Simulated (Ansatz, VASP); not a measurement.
One calculation of Si, two programs

Contents of INCAR:

```
SYSTEM = Si
PREC = Accurate ; ENCUT = 520
EDIFF = 1E-6 ; ISMEAR = 0
SIGMA = 0.1 ; LREAL = .FALSE.
LASPH = .TRUE. ; NELM = 60
ALGO = Normal ; ISIF = 2
LWAVE = .FALSE. ; LCHARG = .TRUE.
GGA = PE ; LELF = .TRUE.
LVHAR = .TRUE. ; NBANDS = 16
```

File KPOINTS:

```
regular mesh
0
G
  6 6 4
  0 0 0
```

POSCAR

```
Si
1.0
    3.3255525900      0.0000000000      0.0000000000
   -1.6627763000      2.8800130300      0.0000000000
    0.0000000000      0.0000000000      5.5411103900
Si
4
Direct
    0.0000000000      0.0000000000      0.8025568000
    0.0000000000      0.0000000000      0.1974432000
    0.3333333300      0.6666666700      0.6146058900
    0.6666666700      0.3333333300      0.3853941100
```

Input for Ansatz:

```yaml
crystal:
  lattice:
    - [3.32555259, 0.0, 0.0]
    - [-1.6627763, 2.88001303, 0.0]
    - [0.0, 0.0, 5.54111039]
  atoms:
    - { symbol: Si, position: [0.0, 0.0, 0.8025568] }
    - { symbol: Si, position: [0.0, 0.0, 0.1974432] }
    - { symbol: Si, position: [0.33333333, 0.66666667, 0.61460589] }
    - { symbol: Si, position: [0.66666667, 0.33333333, 0.38539411] }
basis:
  ecutwfc: 420
kpoints:
  mp_grid: { grid: [6, 6, 4] }
hamiltonian:
  xc: pbe
scf:
  occupations: { method: gaussian, width: 0.1 }
  lower_state_search: "off"
output:
  forces: true
  stress: true
  eigenvalues: true
```

Alike in both runs: task single point; functional PBE; k mesh 6 × 6 × 4; occupations gaussian, width 0.1 eV; no spin polarisation.

|  | VASP | Ansatz |
| --- | --- | --- |
| version | VASP 6.6.1 | Ansatz 0.2.0 |
| potentials or method | VASP PAW PBE potentials, release 64 (Si), cutoff 520 eV | scalar-relativistic, plane waves, PAW |
| valence electrons in the cell | 16 | 16 |

|  | VASP | Ansatz | Ansatz less VASP |
| --- | --- | --- | --- |
| gap on the k mesh at the Fermi level (eV) | none | none | - |
| rms of the force components (eV/Å) | 0.762 | 0.765 | +0.0027 |

Atom by atom the forces differ by 0.004 eV/Å (rms over components). A gap of «none» marks a metal or a gap that the smearing closes.

The k mesh is coarse, so the values compare programs but aren't converged.
